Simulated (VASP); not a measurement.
# PClF (P4/nmm) in VASP: single point with r2SCAN

Aim: the single point of PClF with r2SCAN.

Program: VASP 6.6.1. These are calculated values, not measurements. Logs are shortened: lines on timing, memory, paths and dates and some standing lists are left out, and cuts for length are marked.

## 1. The cell of the first run

It takes space group P4/nmm (No. 129, tetragonal). Conventional cell: a = 3.774 Å, b = 3.774 Å, c = 6.645 Å, α = 90.00°, β = 90.00°, γ = 90.00°. Within 3.1 Å of P (site symmetry 4mm) lie 4 F at 2.37 Å and 5 Cl at 2.80 to 2.94 Å. F (site symmetry -4m2) has 4 P at 2.37 Å and 4 F at 2.67 Å and 4 Cl at 2.96 Å within 3.1 Å. Cl (site symmetry 4mm) has 5 P at 2.80 to 2.94 Å and 4 F at 2.96 Å and 4 Cl at 3.39 Å within 3.7 Å.

## 2. Single point, r2SCAN

Input file POSCAR:

```
PClF
1.0
    3.7740310000      0.0000000000      0.0000000000
    0.0000000000      3.7740310000      0.0000000000
    0.0000000000      0.0000000000      6.6454560000
P F Cl
2 2 2
Direct
    0.0000000000      0.5000000000      0.2145703682
    0.5000000000      0.0000000000      0.7854296318
    0.0000000000      0.0000000000      0.0000000000
    0.5000000000      0.5000000000      0.0000000000
    0.0000000000      0.5000000000      0.6570158118
    0.5000000000      0.0000000000      0.3429841882
```

Input file INCAR.step1:

```
SYSTEM = PClF
PREC = Accurate ; ENCUT = 520
ISMEAR = -1 ; SIGMA = 0.1126
LREAL = .False. ; LASPH = .True.
NELM = 60 ; NBANDS = 28
GGA = PE ; ALGO = Normal
EDIFF = 1E-4 ; LWAVE = .True.
LCHARG = .False.
```

Input file INCAR.step2:

```
SYSTEM = PClF
PREC = Accurate ; ENCUT = 520
EDIFF = 1E-7 ; ISMEAR = -1
SIGMA = 0.1126 ; LREAL = .False.
LASPH = .True. ; NELM = 60
ALGO = Normal ; ISIF = 2
LWAVE = .False. ; LCHARG = .False.
METAGGA = R2SCAN ; LMIXTAU = .True.
NBANDS = 28 ; ISTART = 1
```

Input file KPOINTS:

```
Automatic mesh
0
Gamma
  8 8 5
  0 0 0
```

Potentials or basis: VASP PAW PBE potentials, release 64 (P, F, Cl).

Launch:

```sh
> cat potpaw_PBE.64/P/POTCAR potpaw_PBE.64/F/POTCAR potpaw_PBE.64/Cl/POTCAR > POTCAR
> cp INCAR.step1 INCAR
> mpirun -np 1 vasp_std > vasp.out
> cp INCAR.step2 INCAR
> mpirun -np 1 vasp_std > vasp.out
```

OUTCAR:

```text
SYSTEM = PClF
   PREC = Accurate
   ENCUT = 520
   EDIFF = 1E-7
   ISMEAR = -1
   LREAL = .False.
   LASPH = .True.
   NELM = 60
   ISIF = 2
   METAGGA = R2SCAN
   ISTART = 1

 ion  position               nearest neighbor table
   1  0.000  0.500  0.215-   3 2.37   4 2.37   3 2.37   4 2.37   6 2.80   6 2.80   6 2.80   6 2.80

   2  0.500  0.000  0.785-   3 2.37   4 2.37   4 2.37   3 2.37   5 2.80   5 2.80   5 2.80   5 2.80

   3  0.000  0.000  0.000-   1 2.37   2 2.37   1 2.37   2 2.37
   4  0.500  0.500  0.000-   1 2.37   2 2.37   2 2.37   1 2.37
   5  0.000  0.500  0.657-   2 2.80   2 2.80   2 2.80   2 2.80
   6  0.500  0.000  0.343-   1 2.80   1 2.80   1 2.80   1 2.80

  LATTYP: Found a simple tetragonal cell.
 ALAT       =     3.7740310000
 C/A-ratio  =     1.7608376826

  Lattice vectors:

 A1 = (   3.7740310000,   0.0000000000,   0.0000000000)
 A2 = (   0.0000000000,   3.7740310000,   0.0000000000)
 A3 = (   0.0000000000,   0.0000000000,   6.6454560000)

Analysis of symmetry for initial positions (statically):
=====================================================================
 Subroutine PRICEL returns:
 Original cell was already a primitive cell.

 Routine SETGRP: Setting up the symmetry group for a
 simple tetragonal supercell.

 Subroutine GETGRP returns: Found 16 space group operations
 (whereof  8 operations were pure point group operations)
 out of a pool of 16 trial point group operations.

The static configuration has the point symmetry D_2d.
 The point group associated with its full space group is D_4h.

Analysis of symmetry for dynamics (positions and initial velocities):
=====================================================================
 Subroutine PRICEL returns:
 Original cell was already a primitive cell.

 Routine SETGRP: Setting up the symmetry group for a
 simple tetragonal supercell.

 Subroutine GETGRP returns: Found 16 space group operations
 (whereof  8 operations were pure point group operations)
 out of a pool of 16 trial point group operations.

The dynamic configuration has the point symmetry D_2d.
 The point group associated with its full space group is D_4h.

 Subroutine INISYM returns: Found 16 space group operations
 (whereof  8 operations are pure point group operations),
 and found     1 'primitive' translations

----------------------------------------------------------------------------------------

                                     Primitive cell

  volume of cell :      94.6533

  direct lattice vectors                    reciprocal lattice vectors
     3.774031000  0.000000000  0.000000000     0.264968677  0.000000000  0.000000000
     0.000000000  3.774031000  0.000000000     0.000000000  0.264968677  0.000000000
     0.000000000  0.000000000  6.645456000     0.000000000  0.000000000  0.150478763

  length of vectors
     3.774031000  3.774031000  6.645456000     0.264968677  0.264968677  0.150478763

  position of ions in fractional coordinates (direct lattice)
     0.000000000  0.500000000  0.214570368
     0.500000000  0.000000000  0.785429632
     0.000000000  0.000000000  0.000000000
     0.500000000  0.500000000  0.000000000
     0.000000000  0.500000000  0.657015812
     0.500000000  0.000000000  0.342984188

  ion indices of the primitive-cell ions
   primitive index   ion index
                 1           1
                 2           2
                 3           3
                 4           4
                 5           5
                 6           6

----------------------------------------------------------------------------------------

 KPOINTS: Automatic mesh

Automatic generation of k-mesh.
 Grid dimensions read from file:
 generate k-points for:    8    8    5

 Generating k-lattice:

  Cartesian coordinates                     Fractional coordinates (reciprocal lattice)
     0.033121085  0.000000000  0.000000000     0.125000000  0.000000000  0.000000000
     0.000000000  0.033121085  0.000000000     0.000000000  0.125000000  0.000000000
     0.000000000  0.000000000  0.030095753     0.000000000  0.000000000  0.200000000

  Length of vectors
     0.033121085  0.033121085  0.030095753

  Shift w.r.t. Gamma in fractional coordinates (k-lattice)
     0.000000000  0.000000000  0.000000000

 Subroutine IBZKPT returns following result:
 ===========================================

 Found     45 irreducible k-points:

 Following reciprocal coordinates:
            Coordinates               Weight
  0.000000  0.000000  0.000000      1.000000
  0.125000  0.000000  0.000000      4.000000
  0.250000  0.000000  0.000000      4.000000
  0.375000  0.000000  0.000000      4.000000
  0.500000  0.000000  0.000000      2.000000
  0.125000  0.125000  0.000000      4.000000
[... 16 lines left out ...]
  0.375000  0.125000  0.200000     16.000000
  0.500000  0.125000  0.200000      8.000000
 [... further k-points ...]
   k-points           NKPTS =     45   k-points in BZ     NKDIM =     45   number of bands    NBANDS=     28
   number of dos      NEDOS =    301   number of ions     NIONS =      6
   total plane-waves  NPLWV =  39200
   dimension x,y,z NGX =    28 NGY =   28 NGZ =   50
   dimension x,y,z NGXF=    56 NGYF=   56 NGZF=  100
   ions per type =               2   2   2
   NGX,Y,Z   is equivalent  to a cutoff of  12.33, 12.33, 12.51 a.u.
   NGXF,Y,Z  is equivalent  to a cutoff of  24.67, 24.67, 25.02 a.u.
 SYSTEM =  PClF
   PREC   = accura    normal or accurate (medium, high low for compatibility)
   ISTART =      1    job   : 0-new  1-cont  2-samecut
   ICHARG =      0    charge: 1-file 2-atom 10-const
   ISPIN  =      1    spin polarized calculation?
   LNONCOLLINEAR =      F non collinear calculations
   LSORBIT =      F    spin-orbit coupling
   LASPH  =      T    aspherical Exc in radial PAW
   ENCUT  =  520.0 eV  38.22 Ry    6.18 a.u.   7.02  7.02 12.36*2*pi/ulx,y,z
   NELM   =     60;   NELMIN=  2; NELMDL=  0     # of ELM steps
   EDIFF  = 0.1E-06   stopping-criterion for ELM
   LREAL  =      F    real-space projection
   EDIFFG = 0.1E-05   stopping-criterion for IOM
   NSW    =      0    number of steps for IOM
   IBRION =     -1    ionic relax: 0-MD 1-quasi-New 2-CG
   NFREE  =      0    steps in history (QN), initial steepest desc. (CG)
   ISIF   =      2    stress and relaxation
   ISYM   =      2    0-nonsym 1-usesym 2-fastsym
   POTIM  = 0.5000    time-step for ionic-motion
   TEBEG  =    0.0;   TEEND  =   0.0 temperature during run
   PSTRESS=    0.0 pullay stress
   NELECT =      38.0000    total number of electrons
   NUPDOWN=      -1.0000    fix difference up-down
   EMIN   =  10.00;   EMAX   =-10.00  energy-range for DOS
   EFERMI =   0.00;   METHOD = LEGACY
   ISMEAR =    -1;   SIGMA  =   0.11  broadening in eV -4-tet -1-fermi 0-gaus
   EFERMI_NEDOS =   21; number of points for ismear=-14 and -15
   IALGO  =     38    algorithm
   IMIX   =      4    mixing-type and parameters
     AMIX     =   0.40;   BMIX     =  1.00
     AMIX_MAG =   1.60;   BMIX_MAG =  1.00
  volume/ion in A,a.u.               =      15.78       106.46
  Fermi-wavevector in a.u.,A,eV,Ry     =   1.207696  2.282214 19.844485  1.458528
  Thomas-Fermi vector in A             =   2.343326
   LORBIT       =      0    0 simple, 1 ext, 2 COOP (PROOUT), +10 PAW based schemes
   METAGGA = R2SCAN    functional components
   LHFCALC =     F    Hartree Fock is set to
   AEXX    =    0.0000 exact exchange contribution
   IVDW    =     0    specifies the selected vdW correction
   LEPSILON=     F    determine dielectric tensor
   LRPA    =     F    only Hartree local field effects (RPA)
 non-spin polarized calculation
  energy-cutoff  :      520.00
  volume of cell :       94.65
 maximum number of plane-waves:      2572
   NGX = 15   NGY = 15   NGZ = 25

 number of electron      37.9999976 magnetization

 Free energy of the ion-electron system (eV)
  ---------------------------------------------------
  ext. energy  EPLUGINS =         0.00000000
  ---------------------------------------------------
  free energy    TOTEN  =       -37.00077402 eV

  energy without entropy =      -36.83187408  energy(sigma->0) =      -36.91632405

 E-fermi :   5.1004     XC(G=0): -10.6762

 val. band max:        5.0825952188   @ k =   0.5000   0.2500   0.4000
 cond. band min:       5.1104969340   @ k =   0.2500   0.0000   0.0000
 fundamental gap:      0.0279017152
 Fermi energy:         5.1003738030

 k-point     1 :       0.0000    0.0000    0.0000
  band No.  band energies     occupation
      1     -20.7668      2.00000
      2     -19.9379      2.00000
      3     -12.5040      2.00000
      4     -11.7861      2.00000
      5      -6.2150      2.00000
      6      -4.6175      2.00000
[... 20 lines left out ...]
     27      13.9986      0.00000
     28      14.0695      0.00000

 k-point     2 :       0.1250    0.0000    0.0000
  band No.  band energies     occupation
      1     -20.7329      2.00000
      2     -19.9664      2.00000
      3     -12.4386      2.00000
      4     -11.7547      2.00000
      5      -6.3413      2.00000
      6      -4.8420      2.00000
[... 20 lines left out ...]
     27      13.8350      0.00000
     28      14.4368      0.00000

 k-point     3 :       0.2500    0.0000    0.0000
  band No.  band energies     occupation
      1     -20.6372      2.00000
      2     -20.0490      2.00000
      3     -12.2586      2.00000
      4     -11.6918      2.00000
      5      -6.5953      2.00000
      6      -5.4084      2.00000
[... 20 lines left out ...]
     27      13.4488      0.00000
     28      14.1396      0.00000

 k-point     4 :       0.3750    0.0000    0.0000
  band No.  band energies     occupation
      1     -20.4959      2.00000
      2     -20.1770      2.00000
      3     -12.0145      2.00000
      4     -11.6796      2.00000
      5      -6.7277      2.00000
      6      -6.0629      2.00000
[... 578 lines left out ...]
     27      13.8879      0.00000
     28      14.2199      0.00000

 k-point    23 :       0.3750    0.1250    0.2000
  band No.  band energies     occupation
      1     -20.4785      2.00000
      2     -20.1833      2.00000
      3     -11.9839      2.00000
      4     -11.6482      2.00000
      5      -6.6430      2.00000
      6      -6.1236      2.00000
[... 20 lines left out ...]
     27      14.1281      0.00000
     28      14.1652      0.00000

 k-point    24 :       0.5000    0.1250    0.2000
  band No.  band energies     occupation
      1     -20.3276      2.00000
      2     -20.3276      2.00000
      3     -11.7643      2.00000
      4     -11.7643      2.00000
      5      -6.5165      2.00000
      6      -6.5165      2.00000
[... 20 lines left out ...]
     27      14.2610      0.00000
     28      14.2610      0.00000

 [... further k-points ...]

------------------------ aborting loop because EDIFF is reached ----------------------------------------

  FORCE on cell =-STRESS in cart. coord.  units (eV):
  Direction    XX          YY          ZZ          XY          YZ          ZX
  --------------------------------------------------------------------------------------
  -------------------------------------------------------------------------------------
  Total       -3.1358795     -3.1358795     -0.2656644      0.0000000     -0.0000000      0.0000000
  in kB      -53.0804059    -53.0804059     -4.4968476      0.0000000     -0.0000000      0.0000000
  external PRESSURE =     -36.8858865 kB  Pullay stress =       0.0000000 kB

 VOLUME and BASIS-vectors are now :
 -----------------------------------------------------------------------------
  energy-cutoff  :      520.00
  volume of cell :       94.65
      direct lattice vectors                 reciprocal lattice vectors
     3.774031000  0.000000000  0.000000000     0.264968677  0.000000000  0.000000000
     0.000000000  3.774031000  0.000000000     0.000000000  0.264968677  0.000000000
     0.000000000  0.000000000  6.645456000     0.000000000  0.000000000  0.150478763

 POSITION                                       TOTAL-FORCE (eV/Angst)
 -----------------------------------------------------------------------------------
      0.00000      1.88702      1.42592         0.000000      0.000000     -0.009186
      1.88702      0.00000      5.21954        -0.000000     -0.000000      0.009186
      0.00000      0.00000      0.00000         0.000000     -0.000000      0.000000
      1.88702      1.88702      0.00000         0.000000      0.000000      0.000000
      0.00000      1.88702      4.36617         0.000000      0.000000     -0.001255
      1.88702      0.00000      2.27929        -0.000000      0.000000      0.001255
 -----------------------------------------------------------------------------------
    total drift:                                0.000000      0.000000      0.000000

  FREE ENERGIE OF THE ION-ELECTRON SYSTEM (eV)
  ---------------------------------------------------
  free  energy   TOTEN  =       -37.0007740205 eV

  energy  without entropy=      -36.8318740810  energy(sigma->0) =      -36.91632405
```

Run time: 4.3 min. Hardware: 1 thread of Intel Xeon Platinum 8488C (Sapphire Rapids), shared host; peak memory 0.25 GiB.

Results:

* Free energy: -37.0008 eV
* Pressure: -3.7 GPa
* Largest force: 0.009 eV/Å
* Band gap on the k mesh: zero (band 19 reaches 6.14 eV, above the bottom of band 20 at 4.68 eV)

Forces on the atoms (eV/Å):
```
P    0.000  0.000 -0.009
P    0.000  0.000  0.009
F    0.000  0.000  0.000
F    0.000  0.000  0.000
Cl   0.000  0.000 -0.001
Cl   0.000  0.000  0.001
```

Stress tensor (GPa, compression positive):
```
-5.31  0.00  0.00
 0.00 -5.31  0.00
 0.00  0.00 -0.45
```

Levels at points of the mesh, in eV from the Fermi level:
| k point | band 15 | band 16 | band 17 | band 18 | band 19 | band 20 | band 21 | band 22 | band 23 | band 24 |
| --- | --- | --- | --- | --- | --- | --- | --- | --- | --- | --- |
| (0.00, 0.00, 0.00) | -4.70 | -4.32 | -4.32 | -3.42 | -0.05 | 0.28 | 1.17 | 1.17 | 1.92 | 1.92 |
| (0.50, 0.00, 0.00) | -3.78 | -3.78 | -3.36 | -3.36 | -0.18 | -0.18 | 0.03 | 0.03 | 1.12 | 1.12 |
| (0.50, 0.50, 0.00) | -4.09 | -4.09 | -3.37 | -3.37 | 0.82 | 0.82 | 0.95 | 0.95 | 2.16 | 2.16 |

Caveat: the PAW data sets were made with another functional, which shifts forces and pressure a little.
